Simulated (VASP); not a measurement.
# Ru in VASP: a series of runs

Runs on Ru. Level: PBEsol. Tasks: single point.

All numbers are computed with VASP 6.6.1; they aren't measurements. Logs are shortened: lines on timing, memory, paths and dates and some standing lists are left out, and cuts for length are marked.

### Step 1. The cell of the first run

Symmetry: Cmcm, No. 63, orthorhombic system. The conventional cell has a = 2.690 Å, b = 4.659 Å, c = 4.252 Å, α = 90.00°, β = 90.00°, γ = 90.00°. Ru (site symmetry m2m) has 12 Ru at 2.56 to 2.81 Å within 3.4 Å.

### Step 2. Single point, PBEsol (atoms displaced along several vibrational modes)

Input file INCAR:

```
PREC     = Accurate       # precision mode
ENCUT    = 520            # plane-wave cutoff, eV
EDIFF    = 1E-6           # SCF threshold, eV
ISMEAR   = 0              # smearing method
SIGMA    = 0.15           # smearing width, eV
LREAL    = False          # projectors in reciprocal space
LASPH    = True           # aspherical terms in the spheres
NELM     = 60             # most SCF steps
ALGO     = Fast           # electronic algorithm
ISIF     = 2              # what is computed and relaxed
LWAVE    = False          # write WAVECAR
LCHARG   = False          # write CHGCAR
GGA      = PS             # functional
NBANDS   = 21             # bands
```

Input file KPOINTS:

```
Automatic mesh
0
Gamma
  18 18 10
```

Input file POSCAR:

```
Ru
1.0
    2.6896847532      0.0000000000      0.0000000000
   -1.3448423766      2.3293353245      0.0000000000
    0.0000000000      0.0000000000      4.2523798378
Ru
2
Direct
    0.3032818421      0.6065636843      0.2500000000
    0.6967181579      0.3934363157      0.7500000000
```

Potentials or basis: VASP PAW PBE potentials, release 64 (Ru_pv).

The run is started by

```bash
$ cat potpaw_PBE.64/Ru_pv/POTCAR > POTCAR
$ mpirun -np 1 vasp_std > vasp.out
```

OUTCAR:

```text
PREC = Accurate
   ENCUT = 520
   EDIFF = 1E-6
   ISMEAR = 0
   LREAL = False
   LASPH = True
   NELM = 60
   ISIF = 2
   GGA = PS

 ion  position               nearest neighbor table
   1  0.303  0.607  0.250-   2 2.56   2 2.56   2 2.56   2 2.56   2 2.81   2 2.81
   2  0.697  0.393  0.750-   1 2.56   1 2.56   1 2.56   1 2.56   1 2.81   1 2.81

  LATTYP: Found a hexagonal cell.
 ALAT       =     2.6896847532
 C/A-ratio  =     1.5809956289

  Lattice vectors:

 A1 = (   2.6896847532,   0.0000000000,   0.0000000000)
 A2 = (  -1.3448423766,   2.3293353245,   0.0000000000)
 A3 = (   0.0000000000,   0.0000000000,   4.2523798378)

Analysis of symmetry for initial positions (statically):
=====================================================================
 Subroutine PRICEL returns:
 Original cell was already a primitive cell.

 Routine SETGRP: Setting up the symmetry group for a
 hexagonal supercell.

 Subroutine GETGRP returns: Found  8 space group operations
 (whereof  4 operations were pure point group operations)
 out of a pool of 24 trial point group operations.

The static configuration has the point symmetry C_2h.
 The point group associated with its full space group is D_2h.

Analysis of symmetry for dynamics (positions and initial velocities):
=====================================================================
 Subroutine PRICEL returns:
 Original cell was already a primitive cell.

 Routine SETGRP: Setting up the symmetry group for a
 hexagonal supercell.

 Subroutine GETGRP returns: Found  8 space group operations
 (whereof  4 operations were pure point group operations)
 out of a pool of 24 trial point group operations.

The dynamic configuration has the point symmetry C_2h.
 The point group associated with its full space group is D_2h.

 Subroutine INISYM returns: Found  8 space group operations
 (whereof  4 operations are pure point group operations),
 and found     1 'primitive' translations

----------------------------------------------------------------------------------------

                                     Primitive cell

  volume of cell :      26.6419

  direct lattice vectors                    reciprocal lattice vectors
     2.689684753  0.000000000  0.000000000     0.371790783  0.214653509  0.000000000
    -1.344842377  2.329335325  0.000000000     0.000000000  0.429307017  0.000000000
     0.000000000  0.000000000  4.252379838     0.000000000  0.000000000  0.235162436

  length of vectors
     2.689684753  2.689684753  4.252379838     0.429307017  0.429307017  0.235162436

  position of ions in fractional coordinates (direct lattice)
     0.303281842  0.606563684  0.250000000
     0.696718158  0.393436316  0.750000000

  ion indices of the primitive-cell ions
   primitive index   ion index
                 1           1
                 2           2

----------------------------------------------------------------------------------------

 KPOINTS: Automatic mesh

Automatic generation of k-mesh.
 Grid dimensions read from file:
 generate k-points for:   18   18   10

 Generating k-lattice:

  Cartesian coordinates                     Fractional coordinates (reciprocal lattice)
     0.020655043  0.011925195  0.000000000     0.055555556 -0.000000000  0.000000000
     0.000000000  0.023850390  0.000000000     0.000000000  0.055555556  0.000000000
     0.000000000  0.000000000  0.023516244     0.000000000  0.000000000  0.100000000

  Length of vectors
     0.023850390  0.023850390  0.023516244

  Shift w.r.t. Gamma in fractional coordinates (k-lattice)
     0.000000000  0.000000000  0.000000000

 Subroutine IBZKPT returns following result:
 ===========================================

 Found    546 irreducible k-points:

 Following reciprocal coordinates:
            Coordinates               Weight
  0.000000  0.000000  0.000000      1.000000
  0.055556 -0.000000  0.000000      4.000000
  0.000000  0.055556  0.000000      2.000000
  0.111111 -0.000000  0.000000      4.000000
  0.000000  0.111111  0.000000      2.000000
  0.166667  0.000000  0.000000      4.000000
[... 16 lines left out ...]
 -0.055556  0.166667  0.000000      4.000000
 -0.166667  0.111111  0.000000      4.000000
 [... further k-points ...]
   k-points           NKPTS =    546   k-points in BZ     NKDIM =    546   number of bands    NBANDS=     21
   number of dos      NEDOS =    301   number of ions     NIONS =      2
   total plane-waves  NPLWV =  12800
   dimension x,y,z NGX =    20 NGY =   20 NGZ =   32
   dimension x,y,z NGXF=    40 NGYF=   40 NGZF=   64
   ions per type =               2
   NGX,Y,Z   is equivalent  to a cutoff of  12.36, 12.36, 12.51 a.u.
   NGXF,Y,Z  is equivalent  to a cutoff of  24.72, 24.72, 25.02 a.u.
 SYSTEM =  unknown system
   PREC   = accura    normal or accurate (medium, high low for compatibility)
   ISTART =      0    job   : 0-new  1-cont  2-samecut
   ICHARG =      2    charge: 1-file 2-atom 10-const
   ISPIN  =      1    spin polarized calculation?
   LNONCOLLINEAR =      F non collinear calculations
   LSORBIT =      F    spin-orbit coupling
   LASPH  =      T    aspherical Exc in radial PAW
   ENCUT  =  520.0 eV  38.22 Ry    6.18 a.u.   5.00  5.00  7.91*2*pi/ulx,y,z
   NELM   =     60;   NELMIN=  2; NELMDL= -5     # of ELM steps
   EDIFF  = 0.1E-05   stopping-criterion for ELM
   LREAL  =      F    real-space projection
   EDIFFG = 0.1E-04   stopping-criterion for IOM
   NSW    =      0    number of steps for IOM
   IBRION =     -1    ionic relax: 0-MD 1-quasi-New 2-CG
   NFREE  =      0    steps in history (QN), initial steepest desc. (CG)
   ISIF   =      2    stress and relaxation
   ISYM   =      2    0-nonsym 1-usesym 2-fastsym
   POTIM  = 0.5000    time-step for ionic-motion
   TEBEG  =    0.0;   TEEND  =   0.0 temperature during run
   PSTRESS=    0.0 pullay stress
   NELECT =      28.0000    total number of electrons
   NUPDOWN=      -1.0000    fix difference up-down
   EMIN   =  10.00;   EMAX   =-10.00  energy-range for DOS
   EFERMI =   0.00;   METHOD = LEGACY
   ISMEAR =     0;   SIGMA  =   0.15  broadening in eV -4-tet -1-fermi 0-gaus
   EFERMI_NEDOS =   21; number of points for ismear=-14 and -15
   IALGO  =     68    algorithm
   IMIX   =      4    mixing-type and parameters
     AMIX     =   0.40;   BMIX     =  1.00
     AMIX_MAG =   1.60;   BMIX_MAG =  1.00
  volume/ion in A,a.u.               =      13.32        89.89
  Fermi-wavevector in a.u.,A,eV,Ry     =   1.664456  3.145366 37.693775  2.770414
  Thomas-Fermi vector in A             =   2.750997
   LORBIT       =      0    0 simple, 1 ext, 2 COOP (PROOUT), +10 PAW based schemes
   GGA     = PS    functional components
   LHFCALC =     F    Hartree Fock is set to
   AEXX    =    0.0000 exact exchange contribution
   IVDW    =     0    specifies the selected vdW correction
   LEPSILON=     F    determine dielectric tensor
   LRPA    =     F    only Hartree local field effects (RPA)
 non-spin polarized calculation
 RMM-DIIS sequential band-by-band and
 Gauss-broadening in eV      SIGMA  =   0.15
  energy-cutoff  :      520.00
  volume of cell :       26.64
 maximum number of plane-waves:       738
   NGX =  9   NGY =  9   NGZ = 15

 number of electron      27.9999998 magnetization

 Free energy of the ion-electron system (eV)
  ---------------------------------------------------
  ext. energy  EPLUGINS =         0.00000000
  ---------------------------------------------------
  free energy    TOTEN  =       -20.04707206 eV

  energy without entropy =      -20.02576053  energy(sigma->0) =      -20.03641630

 E-fermi :  13.1293     XC(G=0): -14.3915

 val. band max:       13.1277284803   @ k =   0.0000   0.2778   0.4000
 cond. band min:      13.1302995947   @ k =  -0.2222  -0.3889   0.3000
 fundamental gap:      0.0025711144
 Fermi energy:        13.1293293743

 k-point     1 :       0.0000    0.0000    0.0000
  band No.  band energies     occupation
      1     -30.6506      2.00000
      2     -29.6855      2.00000
      3     -29.4991      2.00000
      4     -29.4629      2.00000
      5     -29.3830      2.00000
      6     -29.3486      2.00000
[... 13 lines left out ...]
     20      23.3683      0.00000
     21      23.7187      0.00000

 k-point     2 :       0.0556   -0.0000    0.0000
  band No.  band energies     occupation
      1     -30.6381      2.00000
      2     -29.7044      2.00000
      3     -29.5137      2.00000
      4     -29.4716      2.00000
      5     -29.4020      2.00000
      6     -29.3552      2.00000
[... 13 lines left out ...]
     20      23.3657      0.00000
     21      23.6946      0.00000

 k-point     3 :       0.0000    0.0556    0.0000
  band No.  band energies     occupation
      1     -30.6423      2.00000
      2     -29.6922      2.00000
      3     -29.5305      2.00000
      4     -29.4807      2.00000
      5     -29.3877      2.00000
      6     -29.3505      2.00000
[... 13 lines left out ...]
     20      23.3657      0.00000
     21      23.6997      0.00000

 k-point     4 :       0.1111   -0.0000    0.0000
  band No.  band energies     occupation
      1     -30.6012      2.00000
      2     -29.7611      2.00000
      3     -29.5502      2.00000
      4     -29.5202      2.00000
      5     -29.4355      2.00000
      6     -29.3753      2.00000
[... 13 lines left out ...]
     20      23.3656      0.00000
     21      23.6230      0.00000

 k-point     5 :       0.0000    0.1111    0.0000
  band No.  band energies     occupation
      1     -30.6179      2.00000
      2     -29.7115      2.00000
      3     -29.6157      2.00000
      4     -29.5368      2.00000
      5     -29.4012      2.00000
      6     -29.3564      2.00000
[... 13 lines left out ...]
     20      23.3656      0.00000
     21      23.6391      0.00000
[... 382 lines left out ...]
     20      23.3656      0.00000
     21      23.6402      0.00000

 k-point    22 :       0.1111    0.0556    0.0000
  band No.  band energies     occupation
      1     -30.5776      2.00000
      2     -29.7918      2.00000
      3     -29.6299      2.00000
      4     -29.5686      2.00000
      5     -29.4393      2.00000
      6     -29.3816      2.00000
[... 13 lines left out ...]
     20      23.3656      0.00000
     21      23.5723      0.00000

 k-point    23 :      -0.0556    0.1667    0.0000
  band No.  band energies     occupation
      1     -30.5904      2.00000
      2     -29.7504      2.00000
      3     -29.6765      2.00000
      4     -29.5787      2.00000
      5     -29.4226      2.00000
      6     -29.3672      2.00000
[... 13 lines left out ...]
     20      23.3656      0.00000
     21      23.5784      0.00000

 k-point    24 :      -0.1667    0.1111    0.0000
  band No.  band energies     occupation
      1     -30.5574      2.00000
      2     -29.8254      2.00000
      3     -29.6031      2.00000
      4     -29.5282      2.00000
      5     -29.4749      2.00000
      6     -29.4042      2.00000
[... 13 lines left out ...]
     20      23.3656      0.00000
     21      23.5470      0.00000

 [... further k-points ...]

------------------------ aborting loop because EDIFF is reached ----------------------------------------

  FORCE on cell =-STRESS in cart. coord.  units (eV):
  Direction    XX          YY          ZZ          XY          YZ          ZX
  --------------------------------------------------------------------------------------
  -------------------------------------------------------------------------------------
  Total        1.1321105     -0.7942227      1.4767779      0.0000000      0.0000000      0.0000000
  in kB       68.0822583    -47.7625400     88.8096853      0.0000000      0.0000000      0.0000000
  external PRESSURE =      36.3764679 kB  Pullay stress =       0.0000000 kB

 VOLUME and BASIS-vectors are now :
 -----------------------------------------------------------------------------
  energy-cutoff  :      520.00
  volume of cell :       26.64
      direct lattice vectors                 reciprocal lattice vectors
     2.689684753  0.000000000  0.000000000     0.371790783  0.214653509  0.000000000
    -1.344842377  2.329335325  0.000000000     0.000000000  0.429307017  0.000000000
     0.000000000  0.000000000  4.252379838     0.000000000  0.000000000  0.235162436

 POSITION                                       TOTAL-FORCE (eV/Angst)
 -----------------------------------------------------------------------------------
     -0.00000      1.41289      1.06309        -0.000000      2.157420     -0.000000
      1.34484      0.91645      3.18928         0.000000     -2.157420      0.000000
 -----------------------------------------------------------------------------------
    total drift:                                0.000000     -0.000000     -0.000000

  FREE ENERGIE OF THE ION-ELECTRON SYSTEM (eV)
  ---------------------------------------------------
  free  energy   TOTEN  =       -20.0470720639 eV

  energy  without entropy=      -20.0257605306  energy(sigma->0) =      -20.03641630
```

Wall time 2.5 min (1 thread of Intel Xeon Platinum 8488C (Sapphire Rapids), shared host); peak memory 0.33 GiB.

Results:

```
Free energy            : -20.0471 eV
Pressure               : 3.6 GPa
Largest force          : 2.157 eV/Å
Band gap on the k mesh : zero (bands 14 and 15 overlap by 3.13 eV)
```

Forces on the atoms (eV/Å):
```
Ru   0.000  2.157  0.000
Ru   0.000 -2.157  0.000
```

Levels at points of the mesh, in eV from the Fermi level:
```
           k point  band 10  band 11  band 12  band 13  band 14  band 15  band 16  band 17  band 18  band 19
(0.00, 0.00, 0.00)    -2.93    -2.39    -2.28    -1.75    -1.74    -0.45     0.10     1.20     2.09    10.20
(0.50, 0.00, 0.00)    -2.94    -2.71    -2.30    -1.96     1.31     1.36     1.92     4.52     5.72    11.80
(0.00, 0.50, 0.00)    -3.50    -1.47    -1.17    -0.94     1.56     1.73     2.23     3.21     6.91     9.89
(0.00, 0.00, 0.50)    -2.97    -2.84    -2.84    -2.70    -2.70     0.10     0.10     0.58     0.58    10.24
(0.50, 0.00, 0.50)    -4.97    -0.86    -0.86     1.01     1.01     1.66     1.66     2.94     2.94    10.22
(0.00, 0.50, 0.50)    -4.73    -1.26    -1.26    -0.59    -0.59     1.71     1.71     4.42     4.42     9.62
```

Caveat: the cell differs from its parent crystal (atoms displaced along several vibrational modes); the stress differs along the axes, from -5 to 9 GPa; the PAW data sets were made with another functional, which shifts forces and pressure a little.

[end of part 1 of 2]
